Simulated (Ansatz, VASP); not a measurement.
**MgFeC6N6: VASP beside Ansatz**

```xyz
14
Lattice="0.0000 5.2387 5.2387 5.2387 0.0000 5.2387 5.2387 5.2387 0.0000" Properties=species:S:1:pos:R:3 pbc="T T T"
Mg    5.2387    5.2387    5.2387
Fe    0.0000    0.0000    0.0000
C     1.9143    5.2387    5.2387
C     5.2387    1.9143    5.2387
C     5.2387    5.2387    1.9143
C     8.5630    5.2387    5.2387
C     5.2387    8.5630    5.2387
C     5.2387    5.2387    8.5630
N     3.0801    5.2387    5.2387
N     5.2387    3.0801    5.2387
N     5.2387    5.2387    3.0801
N     7.3972    5.2387    5.2387
N     5.2387    7.3972    5.2387
N     5.2387    5.2387    7.3972
```

Alike in both runs: functional PBE; k mesh 4 × 4 × 4; occupations gaussian, width 0.1 eV; collinear spin.

Ansatz relaxed the structure, and its values are those at the end. VASP's run is a single point on that final structure, the one shown.

|  | VASP | Ansatz |
| --- | --- | --- |
| version | VASP 6.6.1 | Ansatz 0.2.0 |
| potentials or method | VASP PAW PBE potentials, release 64 (Mg, Fe, C, N), cutoff 520 eV | scalar-relativistic, plane waves, PAW |
| valence electrons in the cell | 64 | 80 |

|  | VASP | Ansatz | Ansatz less VASP |
| --- | --- | --- | --- |
| gap on the k mesh at the Fermi level (eV) | none | none | - |
| pressure (GPa) | 0.6 | 0.2 | -0.38 |
| rms of the force components (eV/Å) | 0.219 | 0.012 | -0.2070 |
| net moment per atom (μB) | 0.14 | 0.14 | 0.000 |
| size of the moment on the site where the two differ most (μB) | 1.64 | 1.49 | -0.150 |

Site moments also hang on the region over which each program counts them. A gap of «none» marks a metal or a gap that the smearing closes. One of these differences is far larger than is usual between the two programs; its cause wasn't traced. VASP's potentials hold 64 valence electrons a cell and Ansatz's 80, so a difference there can come from the potentials and not from the codes.

Noted on VASP's run: the standard files for N, O and F lose accuracy on very short bonds.
